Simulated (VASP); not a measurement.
Runs of VASP 6.6.1 on MoS2. The structure is that of space group P-3m1 (No. 164), or close to it. The cells are those of the table. 

```tsv
cell	gap on the mesh (eV)	pressure (GPa)	largest force (eV/Å)
a = 3.259, b = 3.259, c = 6.375 Å, angles 90.0, 90.0, 120.0°, 3 atoms	none	-6.8	0.43
a = 3.162, b = 3.162, c = 6.184 Å, angles 90.0, 90.0, 120.0°, 3 atoms	none	5.7	1.09
a = 3.227, b = 3.227, c = 6.312 Å, angles 90.0, 90.0, 120.0°, 3 atoms	none	-3.3	(c)
a = 3.291, b = 3.291, c = 6.436 Å, angles 90.0, 90.0, 120.0°, 3 atoms	none	(a)	0.83
a = 3.195, b = 3.195, c = 6.249 Å, angles 90.0, 90.0, 120.0°, 3 atoms	none	0.8	(b)
```

Alike in all rows: task single point; level PBEsol; potentials or basis VASP PAW PBE potentials, release 64 (Mo_sv, S); no spin polarisation; k mesh 10 × 10 × 5; cutoff (eV) 520; smearing fermi-dirac 0.1 eV.

Task: Estimate the missing entries.

Result: (a) -9.7; (b) 0.52; (c) 0.02.

Caveats: the PAW data sets were made with another functional, which shifts forces and pressure a little; this functional lacks dispersion, which binds the layers, so the pressure and a relaxed spacing across them are unreliable.

A k mesh can miss the band edges, and the runs leave out spin-orbit coupling on Mo.

A gap of «none» marks levels without a gap at the run's occupations.
